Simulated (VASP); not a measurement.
# AlN (P6_3mc) in VASP: a series of runs, part 2 of 2

VASP 6.6.1. Earlier steps stand in the parts before.

### 4 Single point, LDA

This run uses another cell than the first one, of 9.22 Å³/atom, 1.022 times its volume.

INCAR

```
  PREC = Accurate
  ENCUT = 520
  EDIFF = 1E-7
  ISMEAR = 0
  SIGMA = 0.05
  LREAL = False
  LASPH = True
  NELM = 60
  ALGO = Normal
  ISIF = 2
  LWAVE = False
  LCHARG = False
  GGA = CA
  NBANDS = 16
```

KPOINTS

```
regular mesh
0
Gamma
  9 9 6
```

POSCAR

```
AlN
1.0
    2.9960000000      0.0000000000      0.0000000000
   -1.4980000000      2.5946121098      0.0000000000
    0.0000000000      0.0000000000      4.7458000000
Al N
2 2
Direct
    0.3333333333      0.6666666667     -0.0000295286
    0.6666666667      0.3333333333      0.4999704714
    0.3333333333      0.6666666667      0.3850295286
    0.6666666667      0.3333333333      0.8850295286
```

Potentials or basis: VASP PAW LDA potentials, release 64 (Al, N).

Launch:

```
$ cat potpaw_LDA.64/Al/POTCAR potpaw_LDA.64/N/POTCAR > POTCAR
$ mpirun -np 1 vasp_std > vasp.out
```

OUTCAR:

```text
PREC = Accurate
   ENCUT = 520
   EDIFF = 1E-7
   ISMEAR = 0
   LREAL = False
   LASPH = True
   NELM = 60
   ISIF = 2
   GGA = CA

 ion  position               nearest neighbor table
   1  0.333  0.667  1.000-   4 1.81   4 1.81   4 1.81   3 1.83   2 2.94   2 2.94   2 2.94   2 2.94
                             2 2.94   2 2.94
   2  0.667  0.333  0.500-   3 1.81   3 1.81   3 1.81   4 1.83   1 2.94   1 2.94   1 2.94   1 2.94
                             1 2.94   1 2.94
   3  0.333  0.667  0.385-   2 1.81   2 1.81   2 1.81   1 1.83
   4  0.667  0.333  0.885-   1 1.81   1 1.81   1 1.81   2 1.83

  LATTYP: Found a hexagonal cell.
 ALAT       =     2.9960000000
 C/A-ratio  =     1.5840453939

  Lattice vectors:

 A1 = (   2.9960000000,   0.0000000000,   0.0000000000)
 A2 = (  -1.4980000000,   2.5946121098,   0.0000000000)
 A3 = (   0.0000000000,   0.0000000000,   4.7458000000)

Analysis of symmetry for initial positions (statically):
=====================================================================
 Subroutine PRICEL returns:
 Original cell was already a primitive cell.

 Routine SETGRP: Setting up the symmetry group for a
 hexagonal supercell.

 Subroutine GETGRP returns: Found 12 space group operations
 (whereof  6 operations were pure point group operations)
 out of a pool of 24 trial point group operations.

The static configuration has the point symmetry C_3v.
 The point group associated with its full space group is C_6v.

Analysis of symmetry for dynamics (positions and initial velocities):
=====================================================================
 Subroutine PRICEL returns:
 Original cell was already a primitive cell.

 Routine SETGRP: Setting up the symmetry group for a
 hexagonal supercell.

 Subroutine GETGRP returns: Found 12 space group operations
 (whereof  6 operations were pure point group operations)
 out of a pool of 24 trial point group operations.

The dynamic configuration has the point symmetry C_3v.
 The point group associated with its full space group is C_6v.

 Subroutine INISYM returns: Found 12 space group operations
 (whereof  6 operations are pure point group operations),
 and found     1 'primitive' translations

----------------------------------------------------------------------------------------

                                     Primitive cell

  volume of cell :      36.8913

  direct lattice vectors                    reciprocal lattice vectors
     2.996000000  0.000000000  0.000000000     0.333778371  0.192707032  0.000000000
    -1.498000000  2.594612110  0.000000000     0.000000000  0.385414065  0.000000000
     0.000000000  0.000000000  4.745800000     0.000000000  0.000000000  0.210712630

  length of vectors
     2.996000000  2.996000000  4.745800000     0.385414065  0.385414065  0.210712630

  position of ions in fractional coordinates (direct lattice)
     0.333333333  0.666666667  0.999970471
     0.666666667  0.333333333  0.499970471
     0.333333333  0.666666667  0.385029529
     0.666666667  0.333333333  0.885029529

  ion indices of the primitive-cell ions
   primitive index   ion index
                 1           1
                 2           2
                 3           3
                 4           4

----------------------------------------------------------------------------------------

 KPOINTS: regular mesh

Automatic generation of k-mesh.
 Grid dimensions read from file:
 generate k-points for:    9    9    6

 Generating k-lattice:

  Cartesian coordinates                     Fractional coordinates (reciprocal lattice)
     0.037086486  0.021411892  0.000000000     0.111111111  0.000000000  0.000000000
     0.000000000  0.042823785  0.000000000     0.000000000  0.111111111  0.000000000
     0.000000000  0.000000000  0.035118772     0.000000000  0.000000000  0.166666667

  Length of vectors
     0.042823785  0.042823785  0.035118772

  Shift w.r.t. Gamma in fractional coordinates (k-lattice)
     0.000000000  0.000000000  0.000000000

 Subroutine IBZKPT returns following result:
 ===========================================

 Found     48 irreducible k-points:

 Following reciprocal coordinates:
            Coordinates               Weight
  0.000000  0.000000  0.000000      1.000000
  0.111111  0.000000  0.000000      6.000000
  0.222222  0.000000  0.000000      6.000000
  0.333333  0.000000  0.000000      6.000000
  0.444444  0.000000  0.000000      6.000000
  0.111111  0.111111  0.000000      6.000000
[... 16 lines left out ...]
  0.333333  0.222222  0.166667     24.000000
  0.333333  0.333333  0.166667      4.000000
 [... further k-points ...]
   k-points           NKPTS =     48   k-points in BZ     NKDIM =     48   number of bands    NBANDS=     16
   number of dos      NEDOS =    301   number of ions     NIONS =      4
   total plane-waves  NPLWV =  20736
   dimension x,y,z NGX =    24 NGY =   24 NGZ =   36
   dimension x,y,z NGXF=    48 NGYF=   48 NGZF=   72
   ions per type =               2   2
   NGX,Y,Z   is equivalent  to a cutoff of  13.32, 13.32, 12.61 a.u.
   NGXF,Y,Z  is equivalent  to a cutoff of  26.63, 26.63, 25.22 a.u.
 SYSTEM =  unknown system
   PREC   = accura    normal or accurate (medium, high low for compatibility)
   ISTART =      0    job   : 0-new  1-cont  2-samecut
   ICHARG =      2    charge: 1-file 2-atom 10-const
   ISPIN  =      1    spin polarized calculation?
   LNONCOLLINEAR =      F non collinear calculations
   LSORBIT =      F    spin-orbit coupling
   LASPH  =      T    aspherical Exc in radial PAW
   ENCUT  =  520.0 eV  38.22 Ry    6.18 a.u.   5.57  5.57  8.82*2*pi/ulx,y,z
   NELM   =     60;   NELMIN=  2; NELMDL= -5     # of ELM steps
   EDIFF  = 0.1E-06   stopping-criterion for ELM
   LREAL  =      F    real-space projection
   EDIFFG = 0.1E-05   stopping-criterion for IOM
   NSW    =      0    number of steps for IOM
   IBRION =     -1    ionic relax: 0-MD 1-quasi-New 2-CG
   NFREE  =      0    steps in history (QN), initial steepest desc. (CG)
   ISIF   =      2    stress and relaxation
   ISYM   =      2    0-nonsym 1-usesym 2-fastsym
   POTIM  = 0.5000    time-step for ionic-motion
   TEBEG  =    0.0;   TEEND  =   0.0 temperature during run
   PSTRESS=    0.0 pullay stress
   NELECT =      16.0000    total number of electrons
   NUPDOWN=      -1.0000    fix difference up-down
   EMIN   =  10.00;   EMAX   =-10.00  energy-range for DOS
   EFERMI =   0.00;   METHOD = LEGACY
   ISMEAR =     0;   SIGMA  =   0.05  broadening in eV -4-tet -1-fermi 0-gaus
   EFERMI_NEDOS =   21; number of points for ismear=-14 and -15
   IALGO  =     38    algorithm
   IMIX   =      4    mixing-type and parameters
     AMIX     =   0.40;   BMIX     =  1.00
     AMIX_MAG =   1.60;   BMIX_MAG =  1.00
  volume/ion in A,a.u.               =       9.22        62.24
  Fermi-wavevector in a.u.,A,eV,Ry     =   1.239197  2.341742 20.893223  1.535609
  Thomas-Fermi vector in A             =   2.373690
   LORBIT       =      0    0 simple, 1 ext, 2 COOP (PROOUT), +10 PAW based schemes
   GGA     = CA    functional components
   LHFCALC =     F    Hartree Fock is set to
   AEXX    =    0.0000 exact exchange contribution
   IVDW    =     0    specifies the selected vdW correction
   LEPSILON=     F    determine dielectric tensor
   LRPA    =     F    only Hartree local field effects (RPA)
 non-spin polarized calculation
 Gauss-broadening in eV      SIGMA  =   0.05
  energy-cutoff  :      520.00
  volume of cell :       36.89
 maximum number of plane-waves:      1020
 NGX is ok and might be reduce to    24
   NGX = 11   NGY = 11   NGZ = 17

 number of electron      15.9999999 magnetization

 Free energy of the ion-electron system (eV)
  ---------------------------------------------------
  ext. energy  EPLUGINS =         0.00000000
  ---------------------------------------------------
  free energy    TOTEN  =       -32.52340967 eV

  energy without entropy =      -32.52340967  energy(sigma->0) =      -32.52340967

 E-fermi :   7.5221     XC(G=0): -11.7966

 val. band max:        7.2498581159   @ k =   0.0000   0.0000   0.0000
 cond. band min:      12.1572626983   @ k =   0.3333   0.3333   0.0000
 fundamental gap:      4.9074045823
 Fermi energy:         7.5220617786

 k-point     1 :       0.0000    0.0000    0.0000
  band No.  band energies     occupation
      1      -8.6676      2.00000
      2      -5.9783      2.00000
      3       0.5619      2.00000
      4       6.1562      2.00000
      5       6.1562      2.00000
      6       6.8697      2.00000
[... 433 lines left out ...]
      3       1.8104      2.00000
      4       2.6803      2.00000
      5       2.6803      2.00000
      6       4.1262      2.00000
[... 8 lines left out ...]
     15      20.8018      0.00000
     16      23.6969      0.00000

 [... further k-points ...]
[... 5 lines left out ...]
  --------------------------------------------------------------------------------------
  -------------------------------------------------------------------------------------
  Total        6.2161079      6.2161079      6.2036395      0.0000000      0.0000000      0.0000000
  in kB      269.9637467    269.9637467    269.4222467      0.0000000      0.0000000      0.0000000
  external PRESSURE =     269.7832467 kB  Pullay stress =       0.0000000 kB

 VOLUME and BASIS-vectors are now :
 -----------------------------------------------------------------------------
  energy-cutoff  :      520.00
  volume of cell :       36.89
      direct lattice vectors                 reciprocal lattice vectors
     2.996000000  0.000000000  0.000000000     0.333778371  0.192707032  0.000000000
    -1.498000000  2.594612110  0.000000000     0.000000000  0.385414065  0.000000000
     0.000000000  0.000000000  4.745800000     0.000000000  0.000000000  0.210712630

 POSITION                                       TOTAL-FORCE (eV/Angst)
 -----------------------------------------------------------------------------------
     -0.00000      1.72974      4.74566         0.000000      0.000000     -0.003332
      1.49800      0.86487      2.37276         0.000000     -0.000000     -0.003332
     -0.00000      1.72974      1.82727         0.000000     -0.000000      0.003332
      1.49800      0.86487      4.20017        -0.000000      0.000000      0.003332
 -----------------------------------------------------------------------------------
    total drift:                               -0.000000      0.000000     -0.000739

  FREE ENERGIE OF THE ION-ELECTRON SYSTEM (eV)
  ---------------------------------------------------
  free  energy   TOTEN  =       -32.5234096668 eV

  energy  without entropy=      -32.5234096668  energy(sigma->0) =      -32.52340967
```

OSZICAR:

```text
N       E                     dE             d eps       ncg     rms          rms(c)
DAV:   1     0.372764408555E+02    0.37276E+02   -0.73859E+03  1536   0.901E+02
DAV:   2    -0.352533119037E+02   -0.72530E+02   -0.67391E+02  2168   0.185E+02
DAV:   3    -0.381628832595E+02   -0.29096E+01   -0.29035E+01  1872   0.372E+01
DAV:   4    -0.381758797317E+02   -0.12996E-01   -0.12996E-01  1968   0.300E+00
DAV:   5    -0.381759963833E+02   -0.11665E-03   -0.11665E-03  1800   0.277E-01    0.132E+01
DAV:   6    -0.326676274509E+02    0.55084E+01   -0.11528E+01  1616   0.249E+01    0.473E+00
DAV:   7    -0.325849014625E+02    0.82726E-01   -0.61948E-01  1896   0.526E+00    0.301E+00
DAV:   8    -0.325267360569E+02    0.58165E-01   -0.62216E-02  1656   0.208E+00    0.357E-01
DAV:   9    -0.325233315190E+02    0.34045E-02   -0.49475E-03  1912   0.522E-01    0.199E-01
DAV:  10    -0.325234490694E+02   -0.11755E-03   -0.53301E-04  1656   0.147E-01    0.856E-02
DAV:  11    -0.325234098273E+02    0.39242E-04   -0.78197E-05  1856   0.665E-02    0.155E-02
DAV:  12    -0.325234097379E+02    0.89442E-07   -0.11496E-06  1904   0.815E-03    0.519E-03
DAV:  13    -0.325234096668E+02    0.71056E-07   -0.31404E-07  1864   0.408E-03
   1 F= -.32523410E+02 E0= -.32523410E+02  d E =-.780131E-17
```

stdout:

```text
POSCAR found type information on POSCAR AlN
 POSCAR found :  2 types and       4 ions
 scaLAPACK will be used
 LDA part: xc-table for (Slater(with rela. corr.)+CA(PZ))
 , standard interpolation
 POSCAR, INCAR and KPOINTS ok, starting setup
 FFT: planning ... GRIDC
 FFT: planning ... GRID_SOFT
 FFT: planning ... GRID
 WAVECAR not read
 entering main loop
```

It took 11 s on 1 thread of AMD EPYC 9R45 (Zen 5), shared host; peak memory 0.12 GiB.

Results:

| Property | Result |
| --- | --- |
| Free energy | -32.5234 eV |
| Pressure | 27.0 GPa |
| Largest force | 0.003 eV/Å |
| Band gap on the k mesh | 4.91 eV, indirect (least direct gap 5.28 eV) |

Forces on the atoms (eV/Å):
```
Al   0.000  0.000 -0.003
Al   0.000  0.000 -0.003
N    0.000  0.000  0.003
N    0.000  0.000  0.003
```

A k mesh can miss the band edges.

### 5 Summary

| cell | gap on the mesh (eV) | pressure (GPa) | largest force (eV/Å) |
| --- | --- | --- | --- |
| a = 3.027, b = 3.027, c = 4.548 Å, angles 90.0, 90.0, 120.0°, 4 atoms | 4.81 | 32.0 | 0.01 |
| a = 3.119, b = 3.119, c = 4.350 Å, angles 90.0, 90.0, 120.0°, 4 atoms | 4.28 | 21.0 | 0.01 |
| a = 2.996, b = 2.996, c = 4.746 Å, angles 90.0, 90.0, 120.0°, 4 atoms | 4.91 | 27.0 | - |

Alike in all rows: task single point; level LDA; potentials or basis VASP PAW LDA potentials, release 64 (Al, N); no spin polarisation; k mesh 9 × 9 × 6; cutoff (eV) 520; smearing gaussian 0.05 eV.

Total energies depend on the potentials used, so only differences within one code and one set of settings carry meaning.
